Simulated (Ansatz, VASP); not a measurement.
**One calculation of BaTiO3, two programs**

```
CELL_PARAMETERS angstrom
3.94211 0.00000 0.00000
0.00000 3.94211 0.00000
0.00000 0.00000 3.94211
ATOMIC_POSITIONS crystal
Ba 0.00000 0.00000 0.00000
Ti 0.50000 0.50000 0.50000
O 0.50000 0.50000 0.00000
O 0.00000 0.50000 0.50000
O 0.50000 0.00000 0.50000
```

Alike in both runs: task single point; functional r2SCAN; k mesh 7 × 7 × 7; occupations gaussian, width 0.0105 eV; no spin polarisation.

|  | VASP | Ansatz |
| --- | --- | --- |
| version | VASP 6.6.1 | Ansatz 0.2.0 |
| potentials or method | VASP PAW PBE potentials, release 64 (Ba_sv, Ti_sv, O_h), cutoff 1480 eV | PAW plane waves |
| valence electrons in the cell | 40 | 40 |

|  | VASP | Ansatz | Ansatz less VASP |
| --- | --- | --- | --- |
| gap on the k mesh at the Fermi level (eV) | 2.32 | 2.33 | +0.015 |
| pressure (GPa) | 9.9 | 7.7 | -2.13 |

VASP's potentials were made for PBE, not for r2SCAN.

Spin-orbit coupling is off throughout.
